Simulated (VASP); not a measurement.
Mo: single point with RPBE

Crystal: Mo.

```
Mo
1.0
     0.00000    2.01110    2.01110
     2.01110    0.00000    2.01110
     2.01110    2.01110    0.00000
Mo
1
Direct
  0.00000 0.00000 0.00000
```

This isn't the form of Mo at room conditions, which is bcc.

* Program: VASP 6.6.1
* Task: single point
* Functional: RPBE
* Potentials or basis: VASP PAW PBE potentials, release 64 (Mo_sv)
* Cutoff: 520 eV
* k mesh: 15 × 15 × 15
* Occupations: fermi-dirac, width 0.1 eV
* Spin: no spin polarisation
* Dipole correction: no
* Further INCAR settings: ALGO = Normal; EDIFF = 1e-06; NBANDS = 13

The pressure is 0.7 GPa. The band gap on the k mesh is zero (bands 7 and 8 overlap by 4.45 eV).

Levels at points of the mesh, in eV from the Fermi level:
```tsv
k point	band 3	band 4	band 5	band 6	band 7	band 8	band 9	band 10	band 11	band 12
(0.00, 0.00, 0.00)	-34.12	-34.12	-6.67	-0.69	-0.69	-0.69	1.93	1.93	13.07	18.28
```

Wall time 21 s on 1 thread of Intel(R) Xeon(R) Platinum 8259CL CPU @ 2.50GHz (Skylake/Cascade Lake), with other jobs on the host, peak memory 0.15 GiB.

Caveat: the PAW data sets were made with another functional, which shifts forces and pressure a little.
